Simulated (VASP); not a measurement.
Here is a VASP 6.6.1 calculation.

Contents of INCAR:

```
PREC     = Accurate       # precision mode
ENCUT    = 520            # plane-wave cutoff, eV
EDIFF    = 1E-6           # SCF threshold, eV
ISMEAR   = -1             # smearing method
SIGMA    = 0.08           # smearing width, eV
LREAL    = F              # projectors in reciprocal space
LASPH    = T              # aspherical terms in the spheres
NELM     = 80             # most SCF steps
ALGO     = Normal         # electronic algorithm
ISIF     = 2              # what is computed and relaxed
LWAVE    = F              # write WAVECAR
LCHARG   = T              # write CHGCAR
GGA      = PS             # functional
LELF     = T              # ELF
LVHAR    = T            
NBANDS   = 12             # bands
```

Contents of KPOINTS:

```
Automatic mesh
0
Gamma
  14 14 8
```

POSCAR

```
As
1.0
    2.7166058117      0.0000000000      0.0000000000
   -1.3583029058      2.3526496450      0.0000000000
    0.0000000000      0.0000000000      4.4916242244
As
2
Direct
    0.3333333333      0.6666666667      0.2500000000
    0.6666666667      0.3333333333      0.7500000000
```

Potentials or basis: VASP PAW PBE potentials, release 64 (As).

Run with:

```sh
$ cat potpaw_PBE.64/As/POTCAR > POTCAR
$ mpirun -np 1 vasp_std > vasp.out
```

(1) Predict the pressure.

(2) Predict the band gap on the k mesh.

Answers

(1) 39.6 GPa.

(2) zero (band 5 reaches 17.12 eV, above the bottom of band 6 at 5.19 eV).

Caveat: the PAW data sets were made with another functional, which shifts forces and pressure a little.
